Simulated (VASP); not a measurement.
# SiC (I-4m2) in VASP: further runs

Runs on SiC. Level: PBE. Tasks: single point.

All numbers are computed with VASP 6.6.1; they aren't measurements. Logs are shortened: lines on timing, memory, paths and dates and some standing lists are left out, and cuts for length are marked.

### Step 1. The cell of the first run

The structure is tetragonal, space group I-4m2 (No. 119). The conventional cell has a = 3.173 Å, b = 3.173 Å, c = 4.269 Å, α = 90.00°, β = 90.00°, γ = 90.00°. Within 2.5 Å of Si (site symmetry -4m2) lie 4 C at 1.91 Å. Within 2.5 Å of C (site symmetry -4m2) lie 4 Si at 1.91 Å.

### Step 2. Single point, PBE (epitaxial xy strain +3.0%)

Input file INCAR:

```
SYSTEM = SiC
PREC = Accurate
ENCUT = 520
EDIFF = 1E-7
ISMEAR = 0
SIGMA = 0.01
LREAL = .FALSE.
LASPH = .TRUE.
NELM = 60
ALGO = Normal
ISIF = 2
LWAVE = .FALSE.
LCHARG = .FALSE.
GGA = PE
NBANDS = 11
```

Input file KPOINTS:

```
Automatic mesh
0
G
  6 6 6
  0 0 0
```

Input file POSCAR:

```
SiC
1.0
    0.0000000000      2.2433939216      2.1344407454
    2.2433939216      0.0000000000      2.1344407454
    2.2433939216      2.2433939216      0.0000000000
Si C
1 1
Direct
    0.0000000000      0.0000000000      0.0000000000
    0.2500000000      0.2500000000      0.2500000000
```

Potentials or basis: VASP PAW PBE potentials, release 64 (Si, C).

Command:

```bash
$ cat potpaw_PBE.64/Si/POTCAR potpaw_PBE.64/C/POTCAR > POTCAR
$ mpirun -np 1 vasp_std > vasp.out
```

OUTCAR:

```text
SYSTEM = SiC
   PREC = Accurate
   ENCUT = 520
   EDIFF = 1E-7
   ISMEAR = 0
   LREAL = .FALSE.
   LASPH = .TRUE.
   NELM = 60
   ISIF = 2
   GGA = PE

 ion  position               nearest neighbor table
   1  0.000  0.000  0.000-   2 1.91   2 1.91   2 1.91   2 1.91
   2  0.250  0.250  0.250-   1 1.91   1 1.91   1 1.91   1 1.91

  LATTYP: Found a body centered tetragonal cell.
 ALAT       =     3.1726381097
 C/A-ratio  =     1.3455305469

  Lattice vectors:

 A1 = (   0.0000000000,  -2.2433939216,  -2.1344407454)
 A2 = (   0.0000000000,   2.2433939216,  -2.1344407454)
 A3 = (   2.2433939216,   0.0000000000,   2.1344407454)

Analysis of symmetry for initial positions (statically):
=====================================================================
 Subroutine PRICEL returns:
 Original cell was already a primitive cell.

 Routine SETGRP: Setting up the symmetry group for a
 body centered tetragonal supercell.

 Subroutine GETGRP returns: Found  8 space group operations
 (whereof  8 operations were pure point group operations)
 out of a pool of 16 trial point group operations.

The static configuration has the point symmetry D_2d.

Analysis of symmetry for dynamics (positions and initial velocities):
=====================================================================
 Subroutine PRICEL returns:
 Original cell was already a primitive cell.

 Routine SETGRP: Setting up the symmetry group for a
 body centered tetragonal supercell.

 Subroutine GETGRP returns: Found  8 space group operations
 (whereof  8 operations were pure point group operations)
 out of a pool of 16 trial point group operations.

The dynamic configuration has the point symmetry D_2d.

 Subroutine INISYM returns: Found  8 space group operations
 (whereof  8 operations are pure point group operations),
 and found     1 'primitive' translations

----------------------------------------------------------------------------------------

                                     Primitive cell

  volume of cell :      21.4845

  direct lattice vectors                    reciprocal lattice vectors
     0.000000000  2.243393922  2.134440745    -0.222876596  0.222876596  0.234253399
     2.243393922  0.000000000  2.134440745     0.222876596 -0.222876596  0.234253399
     2.243393922  2.243393922  0.000000000     0.222876596  0.222876596 -0.234253399

  length of vectors
     3.096555115  3.096555115  3.172638110     0.392711865  0.392711865  0.392711865

  position of ions in fractional coordinates (direct lattice)
     0.000000000  0.000000000  0.000000000
     0.250000000  0.250000000  0.250000000

[... 81 lines left out ...]
   NFREE  =      0    steps in history (QN), initial steepest desc. (CG)
   ISIF   =      2    stress and relaxation
   ISYM   =      2    0-nonsym 1-usesym 2-fastsym
   POTIM  = 0.5000    time-step for ionic-motion
   TEBEG  =    0.0;   TEEND  =   0.0 temperature during run
   PSTRESS=    0.0 pullay stress
   NELECT =       8.0000    total number of electrons
   NUPDOWN=      -1.0000    fix difference up-down
   EMIN   =  10.00;   EMAX   =-10.00  energy-range for DOS
   EFERMI =   0.00;   METHOD = LEGACY
   ISMEAR =     0;   SIGMA  =   0.01  broadening in eV -4-tet -1-fermi 0-gaus
   EFERMI_NEDOS =   21; number of points for ismear=-14 and -15
   IALGO  =     38    algorithm
   IMIX   =      4    mixing-type and parameters
     AMIX     =   0.40;   BMIX     =  1.00
     AMIX_MAG =   1.60;   BMIX_MAG =  1.00
  volume/ion in A,a.u.               =      10.74        72.49
  Fermi-wavevector in a.u.,A,eV,Ry     =   1.177777  2.225676 18.873442  1.387159
  Thomas-Fermi vector in A             =   2.314118
   LORBIT       =      0    0 simple, 1 ext, 2 COOP (PROOUT), +10 PAW based schemes
   GGA     = PE    functional components
   LHFCALC =     F    Hartree Fock is set to
   AEXX    =    0.0000 exact exchange contribution
   IVDW    =     0    specifies the selected vdW correction
   LEPSILON=     F    determine dielectric tensor
   LRPA    =     F    only Hartree local field effects (RPA)
 non-spin polarized calculation
 Gauss-broadening in eV      SIGMA  =   0.01
  energy-cutoff  :      520.00
  volume of cell :       21.48
 maximum number of plane-waves:       592
   NGX = 11   NGY = 11   NGZ = 11

 number of electron       8.0000001 magnetization

 Free energy of the ion-electron system (eV)
  ---------------------------------------------------
  ext. energy  EPLUGINS =         0.00000000
  ---------------------------------------------------
  free energy    TOTEN  =       -15.01699082 eV

  energy without entropy =      -15.01699082  energy(sigma->0) =      -15.01699082

 E-fermi :   8.0290     XC(G=0): -11.1937

 val. band max:        7.9137278040   @ k =   0.0000   0.0000   0.0000
 cond. band min:       8.8126013948   @ k =   0.5000   0.5000   0.0000
 fundamental gap:      0.8988735909
 Fermi energy:         8.0290206827

 k-point     1 :       0.0000    0.0000    0.0000
  band No.  band energies     occupation
      1      -7.4128      2.00000
      2       7.6043      2.00000
      3       7.6043      2.00000
      4       7.9137      2.00000
      5      13.4803      0.00000
      6      14.6570      0.00000
      7      14.8058      0.00000
      8      14.8058      0.00000
      9      21.2600      0.00000
     10      22.5815      0.00000
     11      23.6059      0.00000
[... 309 lines left out ...]
 k-point    24 :       0.5000    0.0000    0.3333
  band No.  band energies     occupation
      1      -3.3167      2.00000
      2       0.8041      2.00000
      3       3.5232      2.00000
      4       5.1629      2.00000
      5      10.5903      0.00000
      6      14.0275      0.00000
      7      18.8126      0.00000
      8      20.0695      0.00000
      9      21.3525      0.00000
     10      25.4724      0.00000
     11      28.1555      0.00000

 [... further k-points ...]
[... 5 lines left out ...]
  --------------------------------------------------------------------------------------
  -------------------------------------------------------------------------------------
  Total       -1.1533375     -1.1533375      0.3810351      0.0000000      0.0000000      0.0000000
  in kB      -86.0085888    -86.0085888     28.4151750      0.0000000      0.0000000      0.0000000
  external PRESSURE =     -47.8673342 kB  Pullay stress =       0.0000000 kB

 VOLUME and BASIS-vectors are now :
 -----------------------------------------------------------------------------
  energy-cutoff  :      520.00
  volume of cell :       21.48
      direct lattice vectors                 reciprocal lattice vectors
     0.000000000  2.243393922  2.134440745    -0.222876596  0.222876596  0.234253399
     2.243393922  0.000000000  2.134440745     0.222876596 -0.222876596  0.234253399
     2.243393922  2.243393922  0.000000000     0.222876596  0.222876596 -0.234253399

 POSITION                                       TOTAL-FORCE (eV/Angst)
 -----------------------------------------------------------------------------------
      0.00000      0.00000      0.00000         0.000000      0.000000     -0.000000
      1.12170      1.12170      1.06722        -0.000000     -0.000000      0.000000
 -----------------------------------------------------------------------------------
    total drift:                                0.000000      0.000000     -0.000000

  FREE ENERGIE OF THE ION-ELECTRON SYSTEM (eV)
  ---------------------------------------------------
  free  energy   TOTEN  =       -15.0169908180 eV

  energy  without entropy=      -15.0169908180  energy(sigma->0) =      -15.01699082
```

Wall time 9.4 s (1 thread of Intel Xeon 8259CL, shared host); peak memory 0.13 GiB.

What came out:

| Property | Result |
| --- | --- |
| Free energy | -15.0170 eV |
| Pressure | -4.8 GPa |
| Band gap on the k mesh | 0.90 eV, indirect (least direct gap 4.44 eV) |

Stress tensor (GPa, compression positive):
```
-8.60  0.00  0.00
 0.00 -8.60  0.00
 0.00  0.00  2.84
```

Caveat: the cell differs from its parent crystal (epitaxial xy strain +3.0%).

### Step 3. Single point, PBE (epitaxial xy strain +4.0%)

Input file INCAR:

```
ALGO     = Normal         # electronic algorithm
EDIFF    = 1E-7           # SCF threshold, eV
ENCUT    = 520            # plane-wave cutoff, eV
GGA      = PE             # functional
ISIF     = 2              # what is computed and relaxed
ISMEAR   = 0              # smearing method
LASPH    = True           # aspherical terms in the spheres
LCHARG   = False          # write CHGCAR
LREAL    = False          # projectors in reciprocal space
LWAVE    = False          # write WAVECAR
NBANDS   = 11             # bands
NELM     = 100            # most SCF steps
PREC     = Accurate       # precision mode
SIGMA    = 0.01           # smearing width, eV
```

Input file KPOINTS:

```
k-points
0
Gamma
  6 6 6
```

Input file POSCAR:

```
SiC
1.0
    0.0000000000      2.2651744451      2.1192003435
    2.2651744451      0.0000000000      2.1192003435
    2.2651744451      2.2651744451      0.0000000000
Si C
1 1
Direct
    0.0000000000      0.0000000000      0.0000000000
    0.2500000000      0.2500000000      0.2500000000
```

Potentials or basis: VASP PAW PBE potentials, release 64 (Si, C).

Command:

```bash
$ cat potpaw_PBE.64/Si/POTCAR potpaw_PBE.64/C/POTCAR > POTCAR
$ mpirun -np 1 vasp_std > vasp.out
```

OUTCAR:

```text
EDIFF = 1E-7
   ENCUT = 520
   GGA = PE
   ISIF = 2
   ISMEAR = 0
   LASPH = True
   LREAL = False
   NELM = 100
   PREC = Accurate

 ion  position               nearest neighbor table
   1  0.000  0.000  0.000-   2 1.92   2 1.92   2 1.92   2 1.92
   2  0.250  0.250  0.250-   1 1.92   1 1.92   1 1.92   1 1.92

  LATTYP: Found a body centered tetragonal cell.
 ALAT       =     3.2034404214
 C/A-ratio  =     1.3230777319

  Lattice vectors:

 A1 = (   0.0000000000,  -2.2651744451,  -2.1192003435)
 A2 = (   0.0000000000,   2.2651744451,  -2.1192003435)
 A3 = (   2.2651744451,   0.0000000000,   2.1192003435)

Analysis of symmetry for initial positions (statically):
=====================================================================
 Subroutine PRICEL returns:
 Original cell was already a primitive cell.

 Routine SETGRP: Setting up the symmetry group for a
 body centered tetragonal supercell.

 Subroutine GETGRP returns: Found  8 space group operations
 (whereof  8 operations were pure point group operations)
 out of a pool of 16 trial point group operations.

The static configuration has the point symmetry D_2d.

Analysis of symmetry for dynamics (positions and initial velocities):
=====================================================================
 Subroutine PRICEL returns:
 Original cell was already a primitive cell.

 Routine SETGRP: Setting up the symmetry group for a
 body centered tetragonal supercell.

 Subroutine GETGRP returns: Found  8 space group operations
 (whereof  8 operations were pure point group operations)
 out of a pool of 16 trial point group operations.

The dynamic configuration has the point symmetry D_2d.

 Subroutine INISYM returns: Found  8 space group operations
 (whereof  8 operations are pure point group operations),
 and found     1 'primitive' translations

----------------------------------------------------------------------------------------
[... 114 lines left out ...]
  volume/ion in A,a.u.               =      10.87        73.38
  Fermi-wavevector in a.u.,A,eV,Ry     =   1.173014  2.216674 18.721085  1.375961
  Thomas-Fermi vector in A             =   2.309433
   LORBIT       =      0    0 simple, 1 ext, 2 COOP (PROOUT), +10 PAW based schemes
   GGA     = PE    functional components
   LHFCALC =     F    Hartree Fock is set to
   AEXX    =    0.0000 exact exchange contribution
   IVDW    =     0    specifies the selected vdW correction
   LEPSILON=     F    determine dielectric tensor
   LRPA    =     F    only Hartree local field effects (RPA)
 non-spin polarized calculation
 Gauss-broadening in eV      SIGMA  =   0.01
  energy-cutoff  :      520.00
  volume of cell :       21.75
 maximum number of plane-waves:       598
   NGX = 11   NGY = 11   NGZ = 11

 number of electron       8.0000000 magnetization

 Free energy of the ion-electron system (eV)
  ---------------------------------------------------
  ext. energy  EPLUGINS =         0.00000000
  ---------------------------------------------------
  free energy    TOTEN  =       -14.98733143 eV

  energy without entropy =      -14.98733143  energy(sigma->0) =      -14.98733143

 E-fermi :   7.9295     XC(G=0): -11.1435

 val. band max:        7.8503578296   @ k =   0.0000   0.0000   0.0000
 cond. band min:       8.6135202545   @ k =   0.5000   0.5000   0.0000
 fundamental gap:      0.7631624249
 Fermi energy:         7.9294538982

 k-point     1 :       0.0000    0.0000    0.0000
  band No.  band energies     occupation
      1      -7.4491      2.00000
      2       7.4479      2.00000
      3       7.4479      2.00000
      4       7.8504      2.00000
      5      13.1981      0.00000
      6      14.4171      0.00000
      7      14.6221      0.00000
      8      14.6221      0.00000
      9      20.8303      0.00000
     10      22.5031      0.00000
     11      23.2989      0.00000
[... 309 lines left out ...]
 k-point    24 :       0.5000    0.0000    0.3333
  band No.  band energies     occupation
      1      -3.4255      2.00000
      2       0.6573      2.00000
      3       3.4535      2.00000
      4       5.1143      2.00000
      5      10.5238      0.00000
      6      13.9378      0.00000
      7      18.3562      0.00000
      8      19.9169      0.00000
      9      21.0695      0.00000
     10      25.2484      0.00000
     11      27.6029      0.00000

 [... further k-points ...]
[... 5 lines left out ...]
  --------------------------------------------------------------------------------------
  -------------------------------------------------------------------------------------
  Total       -1.6474402     -1.6474402      0.3584016      0.0000000      0.0000000     -0.0000000
  in kB     -121.3709983   -121.3709983     26.4043359      0.0000000      0.0000000     -0.0000000
  external PRESSURE =     -72.1125535 kB  Pullay stress =       0.0000000 kB

 VOLUME and BASIS-vectors are now :
 -----------------------------------------------------------------------------
  energy-cutoff  :      520.00
  volume of cell :       21.75
      direct lattice vectors                 reciprocal lattice vectors
     0.000000000  2.265174445  2.119200344    -0.220733551  0.220733551  0.235938052
     2.265174445  0.000000000  2.119200344     0.220733551 -0.220733551  0.235938052
     2.265174445  2.265174445  0.000000000     0.220733551  0.220733551 -0.235938052

 POSITION                                       TOTAL-FORCE (eV/Angst)
 -----------------------------------------------------------------------------------
      0.00000      0.00000      0.00000        -0.000000     -0.000000     -0.000000
      1.13259      1.13259      1.05960         0.000000      0.000000      0.000000
 -----------------------------------------------------------------------------------
    total drift:                                0.000000      0.000000     -0.000000

  FREE ENERGIE OF THE ION-ELECTRON SYSTEM (eV)
  ---------------------------------------------------
  free  energy   TOTEN  =       -14.9873314290 eV

  energy  without entropy=      -14.9873314290  energy(sigma->0) =      -14.98733143
```

OSZICAR:

```text
N       E                     dE             d eps       ncg     rms          rms(c)
DAV:   1     0.294540858305E+01    0.29454E+01   -0.38416E+03   676   0.611E+02
DAV:   2    -0.161390029381E+02   -0.19084E+02   -0.18484E+02   799   0.108E+02
DAV:   3    -0.167098679153E+02   -0.57086E+00   -0.56989E+00   818   0.157E+01
DAV:   4    -0.167120801447E+02   -0.22122E-02   -0.22121E-02   772   0.126E+00
DAV:   5    -0.167120905779E+02   -0.10433E-04   -0.10433E-04   836   0.790E-02    0.830E+00
DAV:   6    -0.150296677000E+02    0.16824E+01   -0.63833E+00   735   0.111E+01    0.362E+00
DAV:   7    -0.149944434922E+02    0.35224E-01   -0.33060E-01   803   0.333E+00    0.169E+00
DAV:   8    -0.149871246293E+02    0.73189E-02   -0.19501E-02   762   0.929E-01    0.169E-01
DAV:   9    -0.149872103477E+02   -0.85718E-04   -0.17824E-03   822   0.235E-01    0.110E-01
DAV:  10    -0.149873284710E+02   -0.11812E-03   -0.26501E-04   746   0.973E-02    0.263E-02
DAV:  11    -0.149873309295E+02   -0.24585E-05   -0.49744E-05   798   0.356E-02    0.677E-03
DAV:  12    -0.149873314106E+02   -0.48106E-06   -0.23653E-06   792   0.905E-03    0.120E-03
DAV:  13    -0.149873314290E+02   -0.18385E-07   -0.14025E-07   750   0.239E-03
   1 F= -.14987331E+02 E0= -.14987331E+02  d E =-.176478E-31
```

stdout:

```text
POSCAR found type information on POSCAR SiC
 POSCAR found :  2 types and       2 ions
 scaLAPACK will be used
 LDA part: xc-table for (Slater+PW92), standard interpolation
 POSCAR, INCAR and KPOINTS ok, starting setup
 FFT: planning ... GRIDC
 FFT: planning ... GRID_SOFT
 FFT: planning ... GRID
 WAVECAR not read
 entering main loop
```

Run time: 10 s. Hardware: 1 thread of Intel Xeon 8259CL, shared host; peak memory 0.13 GiB.

Results:

* Free energy: -14.9873 eV
* Pressure: -7.2 GPa
* Band gap on the k mesh: 0.76 eV, indirect (least direct gap 4.41 eV)

Caveat: the cell differs from its parent crystal (epitaxial xy strain +4.0%).
